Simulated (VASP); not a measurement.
Write the native input for VASP 6.6.1 that does the following.

- Task: single point
- Functional: r2SCAN
- Potentials or basis: VASP PAW PBE potentials, release 64 (Ta_pv, N)
- Cutoff: 520 eV
- k mesh: 16 × 16 × 16
- Occupations: gaussian, width 0.1 eV
- Spin: no spin polarisation
- Dipole correction: no
- Further INCAR settings: ALGO = Normal; EDIFF = 1e-06; NBANDS = 15

Crystal: TaN.

```
CELL_PARAMETERS angstrom
0.00000 2.19622 2.19622
2.19622 0.00000 2.19622
2.19622 2.19622 0.00000
ATOMIC_POSITIONS crystal
Ta 0.50000 0.50000 0.50000
N 0.00000 0.00000 0.00000
```

The input as run:

POSCAR

```
TaN
1.0
    0.0000000000      2.1962151849      2.1962151849
    2.1962151849      0.0000000000      2.1962151849
    2.1962151849      2.1962151849      0.0000000000
Ta N
1 1
Direct
    0.5000000000      0.5000000000      0.5000000000
    0.0000000000      0.0000000000      0.0000000000
```

INCAR.step1

```
SYSTEM = TaN
  PREC = Accurate
  ENCUT = 520
  ISMEAR = 0
  SIGMA = 0.1
  LREAL = .FALSE.
  LASPH = .TRUE.
  NELM = 80
  NBANDS = 15
  GGA = PE
  ALGO = Normal
  EDIFF = 1E-4
  LWAVE = .TRUE.
  LCHARG = .FALSE.
```

INCAR.step2

```
SYSTEM = TaN
  PREC = Accurate
  ENCUT = 520
  EDIFF = 1E-6
  ISMEAR = 0
  SIGMA = 0.1
  LREAL = .FALSE.
  LASPH = .TRUE.
  NELM = 80
  ALGO = Normal
  ISIF = 2
  LWAVE = .FALSE.
  LCHARG = .FALSE.
  METAGGA = R2SCAN
  LMIXTAU = .TRUE.
  NBANDS = 15
  ISTART = 1
```

KPOINTS

```
Automatic mesh
0
G
  16 16 16
  0 0 0
```

Potentials or basis: VASP PAW PBE potentials, release 64 (Ta_pv, N).

Launch:

```console
$ cat potpaw_PBE.64/Ta_pv/POTCAR potpaw_PBE.64/N/POTCAR > POTCAR
$ cp INCAR.step1 INCAR
$ mpirun -np 1 vasp_std > vasp.out
$ cp INCAR.step2 INCAR
$ mpirun -np 1 vasp_std > vasp.out
```

Results of the run:

```json
{
  "Pressure": "3.0 GPa",
  "Band gap on the k mesh": "zero (band 8 reaches 11.59 eV, above the bottom of band 9 at 7.48 eV)"
}
```

Caveat: the PAW data sets were made with another functional, which shifts forces and pressure a little; spin-orbit coupling is left out, which moves the levels of the heavy elements.

Run time: 59 s on 1 thread of Intel(R) Xeon(R) Platinum 8488C (Sapphire Rapids), with other jobs on the host, peak memory 0.18 GiB.
